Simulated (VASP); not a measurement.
# Al (C2/c) in VASP: further runs

The runs below take Al through single point, with LDA.

All numbers are computed with VASP 6.6.1; they aren't measurements. Logs are shortened: lines on timing, memory, paths and dates and some standing lists are left out, and cuts for length are marked.

### 1 The cell of the first run

The structure is monoclinic, space group C2/c (No. 15). Conventional cell: a = 2.764 Å, b = 8.633 Å, c = 2.841 Å, α = 90.00°, β = 90.60°, γ = 90.00°. Al (site symmetry 2) has 10 Al at 2.74 to 2.84 Å within 3.6 Å.

### 2 Single point, LDA

Contents of INCAR:

```
PREC     = Accurate       # precision mode
ENCUT    = 520            # plane-wave cutoff, eV
EDIFF    = 1E-6           # SCF threshold, eV
ISMEAR   = -1             # smearing method
SIGMA    = 0.1            # smearing width, eV
LREAL    = False          # projectors in reciprocal space
LASPH    = True           # aspherical terms in the spheres
NELM     = 60             # most SCF steps
ALGO     = Normal         # electronic algorithm
ISIF     = 2              # what is computed and relaxed
LWAVE    = False          # write WAVECAR
LCHARG   = True           # write CHGCAR
GGA      = CA             # functional
LELF     = True           # ELF
LVHAR    = True         
ISYM     = 0            
NBANDS   = 10             # bands
```

Contents of KPOINTS:

```
Automatic mesh
0
Gamma
  13 13 9
```

Contents of POSCAR:

```
Al
1.0
   -3.2535034935      2.8506432264      1.3525486938
    2.8506432264     -3.2535034935      1.3525486938
    2.3641658194      2.3641658194     -2.0903880108
Al
2
Direct
    0.9895142962      0.0104857038      0.0000000000
    0.7604857038      0.2395142962      0.5000000000
```

Potentials or basis: VASP PAW LDA potentials, release 64 (Al).

On the command line:

```
$ cat potpaw_LDA.64/Al/POTCAR > POTCAR
$ mpirun -np 1 vasp_std > vasp.out
```

OUTCAR:

```text
PREC = Accurate
   ENCUT = 520
   EDIFF = 1E-6
   ISMEAR = -1
   LREAL = False
   LASPH = True
   NELM = 60
   ISIF = 2
   GGA = CA
   ISYM = 0

 ion  position               nearest neighbor table
   1  0.990  0.010  0.000-   2 2.74   2 2.74   2 2.79   2 2.79   2 2.81   2 2.81
   2  0.760  0.240  0.500-   1 2.74   1 2.74   1 2.79   1 2.79   1 2.81   1 2.81

IMPORTANT INFORMATION: All symmetrisations will be switched off!
NOSYMM: (Re-)initialisation of all symmetry stuff for point group C_1.

----------------------------------------------------------------------------------------

                                     Primitive cell

  volume of cell :      33.8973

  direct lattice vectors                    reciprocal lattice vectors
    -3.253503493  2.850643226  1.352548694     0.106304396  0.270127457  0.425733078
     2.850643226 -3.253503493  1.352548694     0.270127457  0.106304396  0.425733078
     2.364165819  2.364165819 -2.090388011     0.243563592  0.243563592  0.072546071

  length of vectors
     4.532200322  4.532200322  3.943130999     0.515284506  0.515284506  0.352007640

  position of ions in fractional coordinates (direct lattice)
     0.989514296  0.010485704  1.000000000
     0.760485704  0.239514296  0.500000000

  ion indices of the primitive-cell ions
   primitive index   ion index
                 1           1
                 2           2

----------------------------------------------------------------------------------------

 KPOINTS: Automatic mesh

Automatic generation of k-mesh.
 Grid dimensions read from file:
 generate k-points for:   13   13    9

 Generating k-lattice:

  Cartesian coordinates                     Fractional coordinates (reciprocal lattice)
     0.008177261  0.020779035  0.032748698     0.076923077 -0.000000000  0.000000000
     0.020779035  0.008177261  0.032748698    -0.000000000  0.076923077  0.000000000
     0.027062621  0.027062621  0.008060675     0.000000000  0.000000000  0.111111111

  Length of vectors
     0.039637270  0.039637270  0.039111960

  Shift w.r.t. Gamma in fractional coordinates (k-lattice)
     0.000000000  0.000000000  0.000000000

 Subroutine IBZKPT returns following result:
 ===========================================

 Found    761 irreducible k-points:

 Following reciprocal coordinates:
            Coordinates               Weight
  0.000000  0.000000  0.000000      1.000000
[... 41 lines left out ...]
   NELM   =     60;   NELMIN=  2; NELMDL= -5     # of ELM steps
   EDIFF  = 0.1E-05   stopping-criterion for ELM
   LREAL  =      F    real-space projection
   EDIFFG = 0.1E-04   stopping-criterion for IOM
   NSW    =      0    number of steps for IOM
   IBRION =     -1    ionic relax: 0-MD 1-quasi-New 2-CG
   NFREE  =      0    steps in history (QN), initial steepest desc. (CG)
   ISIF   =      2    stress and relaxation
   ISYM   =      0    0-nonsym 1-usesym 2-fastsym
   POTIM  = 0.5000    time-step for ionic-motion
   TEBEG  =    0.0;   TEEND  =   0.0 temperature during run
   PSTRESS=    0.0 pullay stress
   NELECT =       6.0000    total number of electrons
   NUPDOWN=      -1.0000    fix difference up-down
   EMIN   =  10.00;   EMAX   =-10.00  energy-range for DOS
   EFERMI =   0.00;   METHOD = LEGACY
   ISMEAR =    -1;   SIGMA  =   0.10  broadening in eV -4-tet -1-fermi 0-gaus
   EFERMI_NEDOS =   21; number of points for ismear=-14 and -15
   IALGO  =     38    algorithm
   IMIX   =      4    mixing-type and parameters
     AMIX     =   0.40;   BMIX     =  1.00
     AMIX_MAG =   1.60;   BMIX_MAG =  1.00
  volume/ion in A,a.u.               =      16.95       114.38
  Fermi-wavevector in a.u.,A,eV,Ry     =   0.919186  1.737010 11.495603  0.844903
  Thomas-Fermi vector in A             =   2.044352
   LORBIT       =      0    0 simple, 1 ext, 2 COOP (PROOUT), +10 PAW based schemes
   GGA     = CA    functional components
   LHFCALC =     F    Hartree Fock is set to
   AEXX    =    0.0000 exact exchange contribution
   IVDW    =     0    specifies the selected vdW correction
   LEPSILON=     F    determine dielectric tensor
   LRPA    =     F    only Hartree local field effects (RPA)
 non-spin polarized calculation
  energy-cutoff  :      520.00
  volume of cell :       33.90
 maximum number of plane-waves:       932
 NGX is ok and might be reduce to    36
   NGX = 17   NGY = 17   NGZ = 15

 number of electron       6.0000000 magnetization

 Free energy of the ion-electron system (eV)
  ---------------------------------------------------
  ext. energy  EPLUGINS =         0.00000000
  ---------------------------------------------------
  free energy    TOTEN  =        -8.22533581 eV

  energy without entropy =       -8.19919795  energy(sigma->0) =       -8.21226688

 E-fermi :   7.4634     XC(G=0): -10.2092

 val. band max:        7.4532007370   @ k =  -0.1538   0.1538  -0.4444
 cond. band min:       7.4671428666   @ k =  -0.0000   0.1538  -0.4444
 fundamental gap:      0.0139421296
 Fermi energy:         7.4633681644

 k-point     1 :       0.0000    0.0000    0.0000
  band No.  band energies     occupation
      1      -3.4933      2.00000
      2       3.8938      2.00000
      3       4.7305      2.00000
      4      13.3171      0.00000
      5      13.6050      0.00000
      6      15.5407      0.00000
      7      16.7487      0.00000
      8      16.8890      0.00000
      9      18.5878      0.00000
     10      19.6703      0.00000
[... 287 lines left out ...]
 k-point    24 :      -0.0769   -0.4615    0.0000
  band No.  band energies     occupation
      1       4.7125      2.00000
      2       5.5386      2.00000
      3       6.8500      1.99567
      4       7.1457      1.91992
      5       8.0724      0.00452
      6       9.2045      0.00000
      7      11.1913      0.00000
      8      12.1493      0.00000
      9      16.6355      0.00000
     10      17.1527      0.00000

 [... further k-points ...]
[... 5 lines left out ...]
  --------------------------------------------------------------------------------------
  -------------------------------------------------------------------------------------
  Total        0.0169792      0.0169794      0.0133499      0.0000592      0.0005273      0.0005273
  in kB        0.8025306      0.8025419      0.6309913      0.0027969      0.0249244      0.0249223
  external PRESSURE =       0.7453546 kB  Pullay stress =       0.0000000 kB

 VOLUME and BASIS-vectors are now :
 -----------------------------------------------------------------------------
  energy-cutoff  :      520.00
  volume of cell :       33.90
      direct lattice vectors                 reciprocal lattice vectors
    -3.253503493  2.850643226  1.352548694     0.106304396  0.270127457  0.425733078
     2.850643226 -3.253503493  1.352548694     0.270127457  0.106304396  0.425733078
     2.364165819  2.364165819 -2.090388011     0.243563592  0.243563592  0.072546071

 POSITION                                       TOTAL-FORCE (eV/Angst)
 -----------------------------------------------------------------------------------
     -3.18950      2.78664      1.35255        -0.000525      0.000525     -0.000000
     -0.60939      2.57070      0.30735         0.000525     -0.000525      0.000000
 -----------------------------------------------------------------------------------
    total drift:                                0.000000      0.000000     -0.000000

  FREE ENERGIE OF THE ION-ELECTRON SYSTEM (eV)
  ---------------------------------------------------
  free  energy   TOTEN  =        -8.2253358135 eV

  energy  without entropy=       -8.1991979492  energy(sigma->0) =       -8.21226688
```

Run time: 3.8 min. Hardware: 1 thread of Intel Xeon 6975P-C, shared host; peak memory 0.32 GiB.

What came out:

- Free energy: -8.2253 eV
- Pressure: 0.1 GPa
- Band gap on the k mesh: zero (band 3 reaches 12.45 eV, above the bottom of band 4 at 3.91 eV)

Levels at points of the mesh, in eV from the Fermi level:
```
           k point  band 1  band 2  band 3  band 4  band 5  band 6  band 7  band 8
(0.00, 0.00, 0.00)  -10.96   -3.57   -2.73    5.85    6.14    8.08    9.29    9.43
```

### 3 Single point, LDA (volume scaled by 0.88)

Contents of INCAR:

```
SYSTEM = Al
ALGO = Normal ; EDIFF = 1E-6
ENCUT = 520 ; GGA = CA
ISIF = 2 ; ISMEAR = -1
LASPH = .True. ; LCHARG = .False.
LREAL = .False. ; LWAVE = .False.
NBANDS = 10 ; NELM = 60
PREC = Accurate ; SIGMA = 0.1
```

Contents of KPOINTS:

```
k-points
0
Gamma
  18 18 12
  0 0 0
```

Contents of POSCAR:

```
Al
1.0
   -3.1177802488      2.7317257121      1.2961257338
    2.7317257121     -3.1177802488      1.2961257338
    2.2655422105      2.2655422105     -2.0031853248
Al
2
Direct
    0.9895142962      0.0104857038      0.0000000000
    0.7604857038      0.2395142962      0.5000000000
```

Potentials or basis: VASP PAW LDA potentials, release 64 (Al).

On the command line:

```
$ cat potpaw_LDA.64/Al/POTCAR > POTCAR
$ mpirun -np 1 vasp_std > vasp.out
```

It took 3.1 min on 1 thread of Intel Xeon 6975P-C, shared host; peak memory 0.35 GiB.

The run converged. Its results:

```yaml
Free_energy: -8.0722 eV
Pressure: 13.0 GPa
Largest_force: 0.085 eV/Å
Band_gap_on_the_k_mesh: zero (band 3 reaches 14.52 eV, above the bottom of band 4 at 4.51 eV)
```

Forces in eV/Å, atoms in the order of the input:
```
Al  -0.060  0.060  0.000
Al   0.060 -0.060  0.000
```

Stress tensor (GPa, compression positive):
```
13.08 -0.49 -0.05
-0.49 13.08 -0.05
-0.05 -0.05 12.94
```

Levels at points of the mesh, in eV from the Fermi level:
```
           k point  band 1  band 2  band 3  band 4  band 5  band 6  band 7  band 8
(0.00, 0.00, 0.00)  -11.83   -3.95   -2.80    6.31    6.54    8.93    9.87   10.19
(0.50, 0.00, 0.00)   -2.34   -2.17   -0.85   -0.64    1.69    1.79    3.84    3.93
(0.50, 0.50, 0.00)  -10.15   -9.15    5.70    6.55    7.14    7.71    7.83    8.88
(0.00, 0.00, 0.50)   -6.96   -6.96    0.57    0.57    1.95    1.95   12.98   12.98
(0.50, 0.00, 0.50)   -6.39   -6.04   -2.69   -1.21    5.74    6.30   11.12   11.47
(0.50, 0.50, 0.50)   -5.39   -5.39   -4.30   -4.30    9.87    9.87   11.05   11.05
```

(Continued in part 2 of 2.)
